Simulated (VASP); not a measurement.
A run of VASP 6.6.1:

INCAR

```
SYSTEM = Fe
PREC = Accurate
ENCUT = 520
EDIFF = 1E-6
ISMEAR = 0
SIGMA = 0.15
LREAL = .FALSE.
LASPH = .TRUE.
NELM = 150
ALGO = Normal
ISIF = 2
LWAVE = .FALSE.
LCHARG = .FALSE.
ISPIN = 2
MAGMOM = 2.44
LORBIT = 11
LMAXMIX = 4
GGA = PE
NBANDS = 14
```

Contents of KPOINTS:

```
regular mesh
0
G
  12 12 12
  0 0 0
```

POSCAR

```
Fe
1.0
   -1.4880799255      1.4880799255      1.2815344318
    1.4880799255     -1.4880799255      1.2815344318
    1.4880799255      1.4880799255     -1.2815344318
Fe
1
Direct
    0.0000000000      0.0000000000      0.0000000000
```

Potentials or basis: VASP PAW PBE potentials, release 64 (Fe).

Launch:

```bash
$ cat potpaw_PBE.64/Fe/POTCAR > POTCAR
$ mpirun -np 1 vasp_std > vasp.out
```

Hardware: 1 thread of AMD EPYC 7571, with other jobs on the host.

Q: Estimate the wall time of this run.

A: Wall time 86 s on 1 thread of AMD EPYC 7571, on a shared host, peak memory 0.12 GiB. Counts: scf iterations 13, k points 163.
